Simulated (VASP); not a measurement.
TiO2:

```xyz
6
Lattice="-1.8921 1.8921 4.7573 1.8921 -1.8921 4.7573 1.8921 1.8921 -4.7573" Properties=species:S:1:pos:R:3 pbc="T T T"
Ti    0.0000    0.0000    0.0000
Ti    0.0000    1.8921    2.3786
O     0.0000    0.0000    1.9800
O     0.0000    1.8921    4.3586
O     0.0000    1.8921    0.3987
O     0.0000    0.0000    7.5346
```

Base run:

| Quantity | Value |
| --- | --- |
| Program | VASP 6.6.1 |
| Functional | LDA |
| Potentials or basis | VASP PAW LDA potentials, release 64 (Ti_sv, O) |
| Cutoff | 520 eV |
| k mesh | 6 × 6 × 6 |
| Occupations | gaussian, width 0.01 eV |
| Spin | no spin polarisation |

Its results: band gap on the k mesh 2.04 eV, indirect (least direct gap 2.35 eV); pressure -5.6 GPa; largest force 0.089 eV/Å.

Q: The run is repeated on the same cell with these changes: functional from LDA to PBE; potentials or basis from VASP PAW LDA potentials, release 64 (Ti_sv, O) to VASP PAW PBE potentials, release 64 (Ti_sv, O). What comes out?

A: Band gap on the k mesh 2.14 eV, indirect (least direct gap 2.45 eV); pressure 5.9 GPa; largest force 0.124 eV/Å.

A k mesh can miss the band edges.
